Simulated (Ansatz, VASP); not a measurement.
**One calculation of ZrC, two programs**

Contents of INCAR:

```
  PREC = Accurate
  ENCUT = 600
  EDIFF = 1E-6
  ISMEAR = -1
  SIGMA = 0.05
  LREAL = False
  LASPH = True
  NELM = 120
  ALGO = Normal
  ISIF = 2
  LWAVE = False
  LCHARG = True
  GGA = PS
  LELF = True
  LVHAR = True
  NBANDS = 15
  GGA_COMPAT = False
```

Contents of KPOINTS:

```
Automatic mesh
0
Gamma
  15 15 15
```

POSCAR

```
ZrC
1.0
    0.0000000000      2.3580180640      2.3580180640
    2.3580180640      0.0000000000      2.3580180640
    2.3580180640      2.3580180640      0.0000000000
Zr C
1 1
Direct
    0.5000000000      0.5000000000      0.5000000000
    0.0000000000      0.0000000000      0.0000000000
```

Input for Ansatz:

```yaml
crystal:
  lattice:
    - [0.0, 2.358018064, 2.358018064]
    - [2.358018064, 0.0, 2.358018064]
    - [2.358018064, 2.358018064, 0.0]
  atoms:
    - { symbol: Zr, position: [0.5, 0.5, 0.5] }
    - { symbol: C, position: [0.0, 0.0, 0.0] }
kpoints:
  mp_grid: { grid: [15, 15, 15] }
  band_path:
    path:
      - [0.0, 0.0, 0.0]
      - [0.5, 0.0, 0.5]
      - [0.625, 0.25, 0.625]
      - [0.375, 0.375, 0.75]
      - [0.0, 0.0, 0.0]
      - [0.5, 0.5, 0.5]
      - [0.5, 0.25, 0.75]
      - [0.5, 0.0, 0.5]
    npoints: 5
scf:
  occupations: { method: fermi_dirac, width: 0.05 }
hamiltonian:
  xc: pbesol
  pseudopotentials: { kind: all_electron, lapw: { basis_error: 0.0005 } }
output:
  forces: true
  stress: true
  eigenvalues: true
```

Change from the starting cell: volume scaled by 1.01.

Alike in both runs: task single point; functional PBEsol; k mesh 15 × 15 × 15; occupations fermi-dirac, width 0.05 eV; no spin polarisation.

```csv
,VASP,Ansatz
version,VASP 6.6.1,Ansatz 0.2.0
potentials or method,"VASP PAW PBE potentials, release 64 (Zr_sv, C), cutoff 600 eV","all-electron LAPW, scalar-relativistic"
```

|  | VASP | Ansatz | Ansatz less VASP |
| --- | --- | --- | --- |
| pressure (GPa) | -6.4 | -6.6 | -0.22 |

VASP's potentials were made for PBE, not for PBEsol. Ansatz ran all-electron here, and VASP with PAW potentials.
